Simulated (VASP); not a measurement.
# KCl (R-3m) in VASP: a series of runs, part 2 of 2

VASP 6.6.1. The steps go on from the part before.

**4. Electric field gradients, PBEsol (equal xy, yz and zx shear strains of +1 %)**

INCAR

```
  ALGO = Normal
  EDIFF = 1E-8
  ENCUT = 520
  GGA = PS
  ISIF = 2
  ISMEAR = -1
  LASPH = T
  LCHARG = F
  LEFG = T
  LREAL = F
  LWAVE = F
  NBANDS = 15
  NELM = 80
  PREC = Accurate
  SIGMA = 0.03
```

KPOINTS

```
k-points
0
Gamma
  7 7 7
```

POSCAR

```
KCl
1.0
    0.0315610000      3.1718805000      3.1718805000
    3.1718805000      0.0315610000      3.1718805000
    3.1718805000      3.1718805000      0.0315610000
K Cl
1 1
Direct
    0.0000000000      0.0000000000      0.0000000000
    0.5000000000      0.5000000000      0.5000000000
```

Potentials or basis: VASP PAW PBE potentials, release 64 (K_sv, Cl).

The run is started by

```sh
cat potpaw_PBE.64/K_sv/POTCAR potpaw_PBE.64/Cl/POTCAR > POTCAR
mpirun -np 1 vasp_std > vasp.out
```

OUTCAR:

```text
EDIFF = 1E-8
   ENCUT = 520
   GGA = PS
   ISIF = 2
   ISMEAR = -1
   LASPH = T
   LREAL = F
   NELM = 80
   PREC = Accurate

 ion  position               nearest neighbor table
   1  0.000  0.000  0.000-   2 3.16   2 3.16   2 3.16   2 3.16   2 3.16   2 3.16
   2  0.500  0.500  0.500-   1 3.16   1 3.16   1 3.16   1 3.16   1 3.16   1 3.16

  LATTYP: Found a trigonal (rhomboedric) cell.
 ALAT       =     4.4858274498
 COS(alpha) =     0.5099250056

  Lattice vectors:

 A1 = (   0.0315610000,   3.1718805000,   3.1718805000)
 A2 = (   3.1718805000,   0.0315610000,   3.1718805000)
 A3 = (   3.1718805000,   3.1718805000,   0.0315610000)

Analysis of symmetry for initial positions (statically):
=====================================================================
 Subroutine PRICEL returns:
 Original cell was already a primitive cell.

 Routine SETGRP: Setting up the symmetry group for a
 trigonal (rhombohedral) supercell.

 Subroutine GETGRP returns: Found 12 space group operations
 (whereof 12 operations were pure point group operations)
 out of a pool of 12 trial point group operations.

The static configuration has the point symmetry D_3d.

Analysis of symmetry for dynamics (positions and initial velocities):
=====================================================================
 Subroutine PRICEL returns:
 Original cell was already a primitive cell.

 Routine SETGRP: Setting up the symmetry group for a
 trigonal (rhombohedral) supercell.

 Subroutine GETGRP returns: Found 12 space group operations
 (whereof 12 operations were pure point group operations)
 out of a pool of 12 trial point group operations.

[... 577 lines left out ...]
      7      -2.2043      2.00000
      8      -2.1832      2.00000
      9       5.2246      0.00000
     10       5.4736      0.00000
     11       7.9927      0.00000
     12       8.0564      0.00000
     13       8.3475      0.00000
     14       8.7846      0.00000
     15      10.0424      0.00000

 [... further k-points ...]

------------------------ aborting loop because EDIFF is reached ----------------------------------------

  FORCE on cell =-STRESS in cart. coord.  units (eV):
  Direction    XX          YY          ZZ          XY          YZ          ZX
  --------------------------------------------------------------------------------------
  -------------------------------------------------------------------------------------
  Total       -0.2042104     -0.2042104     -0.2042104     -0.0266388     -0.0266388     -0.0266388
  in kB       -5.2040169     -5.2040169     -5.2040169     -0.6788528     -0.6788528     -0.6788528
  external PRESSURE =      -5.2040169 kB  Pullay stress =       0.0000000 kB

 VOLUME and BASIS-vectors are now :
 -----------------------------------------------------------------------------
  energy-cutoff  :      520.00
  volume of cell :       62.87
      direct lattice vectors                 reciprocal lattice vectors
     0.031561000  3.171880500  3.171880500    -0.160007683  0.158431253  0.158431253
     3.171880500  0.031561000  3.171880500     0.158431253 -0.160007683  0.158431253
     3.171880500  3.171880500  0.031561000     0.158431253  0.158431253 -0.160007683

 POSITION                                       TOTAL-FORCE (eV/Angst)
 -----------------------------------------------------------------------------------
      0.00000      0.00000      0.00000        -0.000000      0.000000      0.000000
      3.18766      3.18766      3.18766         0.000000     -0.000000     -0.000000
 -----------------------------------------------------------------------------------
    total drift:                                0.000000      0.000000      0.000000

  FREE ENERGIE OF THE ION-ELECTRON SYSTEM (eV)
  ---------------------------------------------------
  free  energy   TOTEN  =        -7.0202126678 eV

  energy  without entropy=       -7.0202126678  energy(sigma->0) =       -7.02021267

 Electric field gradients (V/A^2)
---------------------------------------------------------------------
 ion       V_xx      V_yy      V_zz      V_xy      V_xz      V_yz
---------------------------------------------------------------------
   1       0.000    -0.000     0.000    -0.550    -0.550    -0.550
   2       0.000    -0.000     0.000     0.688     0.688     0.688
---------------------------------------------------------------------

 Electric field gradients after diagonalization (V/A^2)
 (convention: |V_zz| > |V_xx| > |V_yy|)
----------------------------------------------------------------------
 ion       V_xx      V_yy      V_zz     asymmetry (V_yy - V_xx)/ V_zz
----------------------------------------------------------------------
   1       0.550     0.550    -1.100       0.000
   2      -0.688    -0.688     1.376       0.000
----------------------------------------------------------------------

           NMR quadrupolar parameters

 Cq : quadrupolar parameter    Cq=e*Q*V_zz/h
 eta: asymmetry parameters     (V_yy - V_xx)/ V_zz
 Q  : nuclear electric quadrupole moment in mb (millibarn)
----------------------------------------------------------------------
 ion       Cq(MHz)       eta       Q (mb)
----------------------------------------------------------------------
   1      -0.003       0.000       1.000
   2       0.003       0.000       1.000
----------------------------------------------------------------------
```

OSZICAR:

```text
N       E                     dE             d eps       ncg     rms          rms(c)
DAV:   1     0.101018836308E+03    0.10102E+03   -0.70883E+03  1320   0.961E+02
DAV:   2    -0.105550049891E+01   -0.10207E+03   -0.93778E+02  1704   0.236E+02
DAV:   3    -0.704746596448E+01   -0.59920E+01   -0.59609E+01  1853   0.508E+01
DAV:   4    -0.727010373809E+01   -0.22264E+00   -0.22261E+00  1981   0.875E+00
DAV:   5    -0.727178043075E+01   -0.16767E-02   -0.16767E-02  1895   0.843E-01    0.316E+00
DAV:   6    -0.702282603150E+01    0.24895E+00   -0.35041E-01  1705   0.315E+00    0.259E+00
DAV:   7    -0.700895936996E+01    0.13867E-01   -0.81054E-02  1852   0.168E+00    0.151E+00
DAV:   8    -0.701913093810E+01   -0.10172E-01   -0.15149E-02  1807   0.904E-01    0.202E-01
DAV:   9    -0.701961283975E+01   -0.48190E-03   -0.75720E-04  1761   0.173E-01    0.956E-02
DAV:  10    -0.702020173824E+01   -0.58890E-03   -0.59588E-04  1397   0.149E-01    0.230E-02
DAV:  11    -0.702020973452E+01   -0.79963E-05   -0.23711E-05  1886   0.290E-02    0.161E-02
DAV:  12    -0.702021265082E+01   -0.29163E-05   -0.80490E-06  1474   0.155E-02    0.626E-03
DAV:  13    -0.702021266508E+01   -0.14256E-07   -0.76501E-07  1593   0.567E-03    0.490E-04
DAV:  14    -0.702021266781E+01   -0.27278E-08   -0.58001E-08  1698   0.153E-03
   1 F= -.70202127E+01 E0= -.70202127E+01  d E =-.160753E-10
```

Run time: 88 s. Hardware: 1 thread of Intel Xeon 8259CL, shared host; peak memory 0.22 GiB.

What came out:

```yaml
Free_energy: -7.0202 eV
Pressure: -0.5 GPa
Band_gap_on_the_k_mesh: 4.98 eV
Largest_electric_field_gradient_by_atom: K -1.1; Cl +1.4 V/Å²
```

Levels at points of the mesh, in eV from the valence-band top:
| k point | band 5 | band 6 | band 7 | band 8 | band 9 | band 10 | band 11 | band 12 |
| --- | --- | --- | --- | --- | --- | --- | --- | --- |
| (0.00, 0.00, 0.00) | -10.60 | -0.03 | 0.00 | 0.00 | 4.98 | 8.20 | 8.32 | 8.32 |

Electric field gradients, principal values (V/Å²):
```tsv
atom	least	middle	greatest (by size)
1 K	0.550	0.550	-1.100
2 Cl	-0.688	-0.688	1.376
```

Caveat: the cell differs from its parent crystal (equal xy, yz and zx shear strains of +1 %); without QUAD_EFG the Cq values of the log hold for a quadrupole moment of 1 mb, not for the nuclei; the PAW data sets were made with another functional, which shifts forces and pressure a little; an odd mesh through Γ misses points on the zone boundary, where band edges can lie.

**5. Electric field gradients, PBEsol (equal xy, yz and zx shear strains of +2 %)**

INCAR

```
SYSTEM = KCl
PREC = Accurate
ENCUT = 520
EDIFF = 1E-8
ISMEAR = -1
SIGMA = 0.03
LREAL = .FALSE.
LASPH = .TRUE.
NELM = 100
ALGO = Normal
ISIF = 2
LWAVE = .FALSE.
LCHARG = .FALSE.
GGA = PS
LEFG = .TRUE.
NBANDS = 15
```

KPOINTS

```
Automatic mesh
0
G
  7 7 7
  0 0 0
```

POSCAR

```
KCl
1.0
    0.0631220000      3.1876610000      3.1876610000
    3.1876610000      0.0631220000      3.1876610000
    3.1876610000      3.1876610000      0.0631220000
K Cl
1 1
Direct
    0.0000000000      0.0000000000      0.0000000000
    0.5000000000      0.5000000000      0.5000000000
```

Potentials or basis: VASP PAW PBE potentials, release 64 (K_sv, Cl).

The run is started by

```sh
cat potpaw_PBE.64/K_sv/POTCAR potpaw_PBE.64/Cl/POTCAR > POTCAR
mpirun -np 1 vasp_std > vasp.out
```

OUTCAR:

```text
SYSTEM = KCl
   PREC = Accurate
   ENCUT = 520
   EDIFF = 1E-8
   ISMEAR = -1
   LREAL = .FALSE.
   LASPH = .TRUE.
   NELM = 100
   ISIF = 2
   GGA = PS

 ion  position               nearest neighbor table
   1  0.000  0.000  0.000-   2 3.16   2 3.16   2 3.16   2 3.16   2 3.16   2 3.16
   2  0.500  0.500  0.500-   1 3.16   1 3.16   1 3.16   1 3.16   1 3.16   1 3.16

  LATTYP: Found a trigonal (rhomboedric) cell.
 ALAT       =     4.5084753175
 COS(alpha) =     0.5197000882

  Lattice vectors:

 A1 = (   0.0631220000,   3.1876610000,   3.1876610000)
 A2 = (   3.1876610000,   0.0631220000,   3.1876610000)
 A3 = (   3.1876610000,   3.1876610000,   0.0631220000)

Analysis of symmetry for initial positions (statically):
=====================================================================
 Subroutine PRICEL returns:
 Original cell was already a primitive cell.

 Routine SETGRP: Setting up the symmetry group for a
 trigonal (rhombohedral) supercell.

 Subroutine GETGRP returns: Found 12 space group operations
 (whereof 12 operations were pure point group operations)
 out of a pool of 12 trial point group operations.

The static configuration has the point symmetry D_3d.

Analysis of symmetry for dynamics (positions and initial velocities):
=====================================================================
 Subroutine PRICEL returns:
 Original cell was already a primitive cell.

 Routine SETGRP: Setting up the symmetry group for a
 trigonal (rhombohedral) supercell.

 Subroutine GETGRP returns: Found 12 space group operations
 (whereof 12 operations were pure point group operations)
 out of a pool of 12 trial point group operations.

[... 577 lines left out ...]
      7      -2.2030      2.00000
      8      -2.1722      2.00000
      9       5.2103      0.00000
     10       5.4886      0.00000
     11       7.9857      0.00000
     12       8.0746      0.00000
     13       8.3255      0.00000
     14       8.7917      0.00000
     15      10.0232      0.00000

 [... further k-points ...]

------------------------ aborting loop because EDIFF is reached ----------------------------------------

  FORCE on cell =-STRESS in cart. coord.  units (eV):
  Direction    XX          YY          ZZ          XY          YZ          ZX
  --------------------------------------------------------------------------------------
  -------------------------------------------------------------------------------------
  Total       -0.2051151     -0.2051151     -0.2051151     -0.0548329     -0.0548329     -0.0548329
  in kB       -5.2282393     -5.2282393     -5.2282393     -1.3976515     -1.3976515     -1.3976515
  external PRESSURE =      -5.2282393 kB  Pullay stress =       0.0000000 kB

 VOLUME and BASIS-vectors are now :
 -----------------------------------------------------------------------------
  energy-cutoff  :      520.00
  volume of cell :       62.86
      direct lattice vectors                 reciprocal lattice vectors
     0.063122000  3.187661000  3.187661000    -0.161592466  0.158454748  0.158454748
     3.187661000  0.063122000  3.187661000     0.158454748 -0.161592466  0.158454748
     3.187661000  3.187661000  0.063122000     0.158454748  0.158454748 -0.161592466

 POSITION                                       TOTAL-FORCE (eV/Angst)
 -----------------------------------------------------------------------------------
      0.00000      0.00000      0.00000         0.000000     -0.000000      0.000000
      3.21922      3.21922      3.21922        -0.000000      0.000000     -0.000000
 -----------------------------------------------------------------------------------
    total drift:                                0.000000      0.000000      0.000000

  FREE ENERGIE OF THE ION-ELECTRON SYSTEM (eV)
  ---------------------------------------------------
  free  energy   TOTEN  =        -7.0190537050 eV

  energy  without entropy=       -7.0190537050  energy(sigma->0) =       -7.01905371

 Electric field gradients (V/A^2)
---------------------------------------------------------------------
 ion       V_xx      V_yy      V_zz      V_xy      V_xz      V_yz
---------------------------------------------------------------------
   1       0.000    -0.000     0.000    -1.110    -1.110    -1.110
   2      -0.000     0.000     0.000     1.404     1.404     1.404
---------------------------------------------------------------------

 Electric field gradients after diagonalization (V/A^2)
 (convention: |V_zz| > |V_xx| > |V_yy|)
----------------------------------------------------------------------
 ion       V_xx      V_yy      V_zz     asymmetry (V_yy - V_xx)/ V_zz
----------------------------------------------------------------------
   1       1.110     1.110    -2.220       0.000
   2      -1.404    -1.404     2.809       0.000
----------------------------------------------------------------------

           NMR quadrupolar parameters

 Cq : quadrupolar parameter    Cq=e*Q*V_zz/h
 eta: asymmetry parameters     (V_yy - V_xx)/ V_zz
 Q  : nuclear electric quadrupole moment in mb (millibarn)
----------------------------------------------------------------------
 ion       Cq(MHz)       eta       Q (mb)
----------------------------------------------------------------------
   1      -0.005       0.000       1.000
   2       0.007       0.000       1.000
----------------------------------------------------------------------
```

stdout:

```text
POSCAR found type information on POSCAR K Cl
 POSCAR found :  2 types and       2 ions
 scaLAPACK will be used
 -----------------------------------------------------------------------------
|                                                                             |
|                                                                             |
|     You enforced a specific xc type in the INCAR file but a different       |
|     I HOPE YOU KNOW WHAT YOU ARE DOING!                                     |
|                                                                             |
 -----------------------------------------------------------------------------

 LDA part: xc-table for (Slater+PW92), standard interpolation
 POSCAR, INCAR and KPOINTS ok, starting setup
 FFT: planning ... GRIDC
 FFT: planning ... GRID_SOFT
 FFT: planning ... GRID
 WAVECAR not read
 entering main loop
ion   1

ion   2
```

Wall time 86 s (1 thread of Intel Xeon 8259CL, shared host); peak memory 0.22 GiB.

Results:

```
Free energy                             : -7.0191 eV
Pressure                                : -0.5 GPa
Band gap on the k mesh                  : 4.97 eV
Largest electric field gradient by atom : K -2.2; Cl +2.8 V/Å²
```

Electric field gradients, principal values (V/Å²):
```tsv
atom	least	middle	greatest (by size)
1 K	1.110	1.110	-2.220
2 Cl	-1.404	-1.404	2.809
```

Caveat: the cell differs from its parent crystal (equal xy, yz and zx shear strains of +2 %); without QUAD_EFG the Cq values of the log hold for a quadrupole moment of 1 mb, not for the nuclei; the PAW data sets were made with another functional, which shifts forces and pressure a little; an odd mesh through Γ misses points on the zone boundary, where band edges can lie.

**6. Overview**

```tsv
cell	gap on the mesh (eV)	pressure (GPa)
a = 4.419 Å, angles 61.3°, 2 atoms	4.95	-0.5
a = 4.441 Å, angles 60.7°, 2 atoms	4.97	-0.5
a = 4.486 Å, angles 59.3°, 2 atoms	4.98	-0.5
a = 4.508 Å, angles 58.7°, 2 atoms	4.97	-0.5
```

Alike in all rows: task electric field gradients; level PBEsol; potentials or basis VASP PAW PBE potentials, release 64 (K_sv, Cl); no spin polarisation; k mesh 7 × 7 × 7; cutoff (eV) 520; smearing fermi-dirac 0.03 eV.

Caveats: the PAW data sets were made with another functional, which shifts forces and pressure a little; an odd mesh through Γ misses points on the zone boundary, where band edges can lie.

Absolute energies hang on the potentials; compare differences alone.
